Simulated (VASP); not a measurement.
Set up this calculation in VASP 6.6.1, as the native input.

| Quantity | Value |
| --- | --- |
| Task | relaxation of cell and atoms |
| Functional | PBE |
| Potentials or basis | VASP PAW PBE potentials, release 64 (Li_sv, F, H) |
| Cutoff | 600 eV |
| k mesh | 9 × 9 × 2 |
| Occupations | gaussian, width 0.02 eV |
| Spin | no spin polarisation |
| Dipole correction | no |
| Further INCAR settings | ALGO = Normal; EDIFF = 1e-07; IBRION = 2; EDIFFG = -0.01; NSW = 65; ISIF = 3 |

The structure of Li3HF2 lies in POSCAR:

```
Li3HF2
1.0
    2.8619289256      0.0000000000      0.0000000000
   -1.4309644628      2.4785031534      0.0000000000
    0.0000000000      0.0000000000     14.0205310955
Li F H
6 4 2
Direct
    0.0000000000      0.0000000000      0.0000000000
    0.3333333333      0.6666666667      0.1666666667
    0.6666666667      0.3333333333      0.3333333333
    1.0000000000      1.0000000000      0.5000000000
    0.3333333333      0.6666666667      0.6666666667
    0.6666666667      0.3333333333      0.8333333333
    1.0000000000      1.0000000000      0.2500000000
    0.6666666667      0.3333333333      0.0833333333
    0.3333333333      0.6666666667      0.4166666667
    0.6666666667      0.3333333333      0.5833333333
    0.0000000000      0.0000000000      0.7500000000
    0.3333333333      0.6666666667      0.9166666667
```

The input as run:

INCAR

```
PREC = Accurate
ENCUT = 600
EDIFF = 1E-7
ISMEAR = 0
SIGMA = 0.02
LREAL = F
LASPH = T
NELM = 80
ALGO = Normal
ISIF = 3
LWAVE = F
LCHARG = F
GGA = PE
IBRION = 2
NSW = 65
EDIFFG = -0.01
```

KPOINTS

```
Automatic mesh
0
Gamma
  9 9 2
```

Potentials or basis: VASP PAW PBE potentials, release 64 (Li_sv, F, H).

The run is started by

```sh
$ cat potpaw_PBE.64/Li_sv/POTCAR potpaw_PBE.64/F/POTCAR potpaw_PBE.64/H/POTCAR > POTCAR
$ mpirun -np 1 vasp_std > vasp.out
```

Results of the run:

| Quantity | Value |
| --- | --- |
| Relaxed volume | 8.26 Å³/atom |
| Relaxed cell | a = 2.858 Å, b = 2.858 Å, c = 14.020 Å, α = 90.00°, β = 90.00°, γ = 120.00° |
| Space group after relaxing (to 0.1 Å) | P-3m1 (No. 164) |
| Energy gained by relaxing | 0.2 meV/atom |
| Ionic steps | 9 |
| Pressure after relaxing | 0.0 GPa |
| Largest force after relaxing | 0.009 eV/Å |
| Band gap on the k mesh | 4.84 eV (least direct gap 4.92 eV) |

Caveat: the cutoff is under 1.25 times the usual one of these potentials, so pressure, stress and relaxed cells hold a basis-set (Pulay) error; an odd mesh through Γ misses points on the zone boundary, where band edges can lie.

Run time: 11 min on 1 thread of Intel(R) Xeon(R) Platinum 8488C (Sapphire Rapids) (shared host), peak memory 0.27 GiB.
